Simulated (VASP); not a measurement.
Write the native input for VASP 6.6.1 that does the following.

```yaml
Task: single point
Functional: PBE
Potentials_or_basis: VASP PAW PBE potentials, release 64 (Zn, O)
Cutoff: 520 eV
k_mesh: 12 × 12 × 4
Occupations: gaussian, width 0.1 eV
Spin: no spin polarisation
Dipole_correction: no
k_mesh_for_the_DOS: 18 × 18 × 6
Occupations_for_the_DOS: tetrahedron
Further_INCAR_settings: ALGO = Normal; EDIFF = 1e-06
```

The system is Zn2O.

```xyz
6
Lattice="3.1692 0.0000 0.0000 -1.5846 2.7446 0.0000 0.0000 0.0000 9.5705" Properties=species:S:1:pos:R:3 pbc="T T T"
Zn    0.0000    1.8297    2.6154
Zn    1.5846    0.9149    5.4349
Zn    0.0000    0.0000    9.4500
Zn    0.0000    1.8297    7.5715
O     0.0000    0.0000    1.8364
O     0.0000    1.8297    4.5692
```

One way to write it, as run:

POSCAR

```
Zn2O
1.0
    3.1691815234      0.0000000000      0.0000000000
   -1.5845907617      2.7445917085      0.0000000000
    0.0000000000      0.0000000000      9.5704848784
Zn O
4 2
Direct
    0.3333333333      0.6666666667      0.2732775914
    0.6666666667      0.3333333333      0.5678805618
    0.0000000000      0.0000000000      0.9874108672
    0.3333333333      0.6666666667      0.7911274222
    0.0000000000      0.0000000000      0.1918803314
    0.3333333333      0.6666666667      0.4774232261
```

INCAR.step1

```
ALGO     = Normal         # electronic algorithm
EDIFF    = 1E-6           # SCF threshold, eV
ENCUT    = 520            # plane-wave cutoff, eV
GGA      = PE             # functional
ISIF     = 2              # what is computed and relaxed
ISMEAR   = 0              # smearing method
LASPH    = True           # aspherical terms in the spheres
LCHARG   = True           # write CHGCAR
LREAL    = False          # projectors in reciprocal space
LWAVE    = False          # write WAVECAR
NBANDS   = 39             # bands
NELM     = 60             # most SCF steps
PREC     = Accurate       # precision mode
SIGMA    = 0.1            # smearing width, eV
```

KPOINTS.step1

```
k-points
0
Gamma
  12 12 4
```

INCAR.step2

```
ALGO     = Normal         # electronic algorithm
EDIFF    = 1E-6           # SCF threshold, eV
ENCUT    = 520            # plane-wave cutoff, eV
GGA      = PE             # functional
ICHARG   = 11             # starting density
ISIF     = 2              # what is computed and relaxed
ISMEAR   = -5             # smearing method
LASPH    = True           # aspherical terms in the spheres
LCHARG   = False          # write CHGCAR
LORBIT   = 10             # projections on sites
LREAL    = False          # projectors in reciprocal space
LWAVE    = False          # write WAVECAR
NEDOS    = 1001           # points of the DOS
NELM     = 60             # most SCF steps
PREC     = Accurate       # precision mode
SIGMA    = 0.1            # smearing width, eV
```

KPOINTS.step2

```
k-points
0
Gamma
  18 18 6
```

Potentials or basis: VASP PAW PBE potentials, release 64 (Zn, O).

Command:

```console
$ cat potpaw_PBE.64/Zn/POTCAR potpaw_PBE.64/O/POTCAR > POTCAR
$ cp INCAR.step1 INCAR
$ cp KPOINTS.step1 KPOINTS
$ mpirun -np 1 vasp_std > vasp.out
$ cp INCAR.step2 INCAR
$ cp KPOINTS.step2 KPOINTS
$ mpirun -np 1 vasp_std > vasp.out
```

Results of the run:

```yaml
Valence_electrons_inside_the_program's_atomic_spheres: Zn 10.84, 10.75, 10.73, 10.68; O 5.01, 4.99
```

It took 10 min on 1 thread of Intel Xeon 8259CL (shared host), peak memory 0.52 GiB.
